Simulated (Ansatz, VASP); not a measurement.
**One calculation of AlP, two programs**

```
Al P
1.0
     0.00000    2.73926    2.79404
     2.73926    0.00000    2.79404
     2.73926    2.73926    0.00000
Al P
1 1
Direct
  0.00000 0.00000 0.00000
  0.25000 0.25000 0.25000
```

Change from the starting cell: uniaxial_z strain +2.0%.

Alike in both runs: task single point; functional HSE06; k mesh 6 × 6 × 6; no spin polarisation.

|  | VASP | Ansatz |
| --- | --- | --- |
| version | VASP 6.6.1 | Ansatz 0.2.0 |
| potentials or method | VASP PAW PBE potentials, release 64 (Al, P) | plane waves, PAW |
| plane-wave cutoff (eV) | 400 | 420 |
| occupations | gaussian, width 0.01 eV | fixed |
| valence electrons in the cell | 8 | 8 |

Ansatz gave:

```
gap on the k mesh at the Fermi level (eV)                     : 2.25
pressure (GPa)                                                : -1.8
traceless stress, the component that is largest in VASP (GPa) : -0.98
```

**Question.** Estimate VASP's values.

**Answer.** gap on the k mesh at the Fermi level (eV): 2.26; pressure (GPa): -2.1; traceless stress, the component that is largest in VASP (GPa): -0.98.

Ansatz's warnings: stress exchange threshold loose, stress scf threshold loose.
